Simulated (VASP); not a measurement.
A run of VASP 6.6.1:

Contents of POSCAR:

```
Ti
1.0
    0.0000000000      2.0698140295      2.0698140295
    2.0698140295      0.0000000000      2.0698140295
    2.0698140295      2.0698140295      0.0000000000
Ti
1
Direct
    0.0000000000      0.0000000000      0.0000000000
```

INCAR.step1

```
ALGO     = Normal         # electronic algorithm
EDIFF    = 1E-4           # SCF threshold, eV
ENCUT    = 520            # plane-wave cutoff, eV
GGA      = PE             # functional
ISMEAR   = -1             # smearing method
LASPH    = T              # aspherical terms in the spheres
LCHARG   = F              # write CHGCAR
LREAL    = F              # projectors in reciprocal space
LWAVE    = T              # write WAVECAR
NBANDS   = 12             # bands
NELM     = 100            # most SCF steps
PREC     = Accurate       # precision mode
SIGMA    = 0.05           # smearing width, eV
```

INCAR.step2

```
ALGO     = Normal         # electronic algorithm
EDIFF    = 1E-6           # SCF threshold, eV
ENCUT    = 520            # plane-wave cutoff, eV
ISIF     = 2              # what is computed and relaxed
ISMEAR   = -1             # smearing method
ISTART   = 1            
LASPH    = T              # aspherical terms in the spheres
LCHARG   = F              # write CHGCAR
LMIXTAU  = T            
LREAL    = F              # projectors in reciprocal space
LWAVE    = F              # write WAVECAR
METAGGA  = R2SCAN         # meta-GGA
NBANDS   = 12             # bands
NELM     = 100            # most SCF steps
PREC     = Accurate       # precision mode
SIGMA    = 0.05           # smearing width, eV
```

The input KPOINTS:

```
k-points
0
Gamma
  11 11 11
```

Potentials or basis: VASP PAW PBE potentials, release 64 (Ti_sv).

Command:

```sh
$ cat potpaw_PBE.64/Ti_sv/POTCAR > POTCAR
$ cp INCAR.step1 INCAR
$ mpirun -np 1 vasp_std > vasp.out
$ cp INCAR.step2 INCAR
$ mpirun -np 1 vasp_std > vasp.out
```

Hardware: 1 thread of AMD EPYC 7571 (shared host).

Question: How long does it take, and how much memory?

Answer: Run time: 120 s on 1 thread of AMD EPYC 7571 (shared host), peak memory 0.12 GiB. Counts: k points 56.
